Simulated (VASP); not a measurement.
Input of a VASP 6.6.1 run:

INCAR

```
PREC     = Accurate       # precision mode
ENCUT    = 520            # plane-wave cutoff, eV
EDIFF    = 1E-7           # SCF threshold, eV
ISMEAR   = 0              # smearing method
SIGMA    = 0.05           # smearing width, eV
LREAL    = F              # projectors in reciprocal space
LASPH    = T              # aspherical terms in the spheres
NELM     = 100            # most SCF steps
ALGO     = Normal         # electronic algorithm
ISIF     = 2              # what is computed and relaxed
LWAVE    = F              # write WAVECAR
LCHARG   = F              # write CHGCAR
GGA      = PS             # functional
NBANDS   = 34             # bands
```

The input KPOINTS:

```
Automatic mesh
0
Gamma
  10 10 10
```

The input POSCAR:

```
Li4NbO4
1.0
   -3.8119495391      3.8119495391      1.6301049253
    3.8119495391     -3.8119495391      1.6301049253
    3.8119495391      3.8119495391     -1.6301049253
Li Nb O
4 1 4
Direct
    0.3607161967      0.1307668100      0.4914830067
    0.8426719780      0.3341549847      0.1768269627
    0.1573280220      0.6658450153      0.8231730373
    0.6658450153      0.8426719780      0.5085169933
    0.0000000000      0.0000000000      0.0000000000
    0.7589255465      0.0797104317      0.8386359782
    0.9202895683      0.7589255465      0.6792151148
    0.0797104317      0.2410744535      0.3207848852
    0.2410744535      0.9202895683      0.1613640218
```

Potentials or basis: VASP PAW PBE potentials, release 64 (Li_sv, Nb_sv, O).

The run is started by

```bash
$ cat potpaw_PBE.64/Li_sv/POTCAR potpaw_PBE.64/Nb_sv/POTCAR potpaw_PBE.64/O/POTCAR > POTCAR
$ mpirun -np 1 vasp_std > vasp.out
```

Q: Predict the largest force.

A: 0.840 eV/Å.

Q: Estimate the band gap on the k mesh.

A: Zero (an odd number of electrons rules out a gap without spin polarisation).

Forces on the atoms (eV/Å):
```
Li   0.788 -0.291  0.000
Li  -0.170 -0.026  0.000
Li   0.049  0.146  0.000
Li  -0.274  0.215  0.000
Nb   0.354  0.047  0.000
O    0.015 -0.163  0.000
O   -0.242  0.206  0.000
O   -0.163 -0.237  0.000
O   -0.358  0.104  0.000
```

Caveat: the cell differs from its parent crystal (atom 1 (Li) moved by -0.203 Å along [1 0 0] and -0.203 Å along [0 1 0]); the PAW data sets were made with another functional, which shifts forces and pressure a little; an odd number of electrons without spin polarisation forces a metal; a magnetic or distorted state may lie lower.
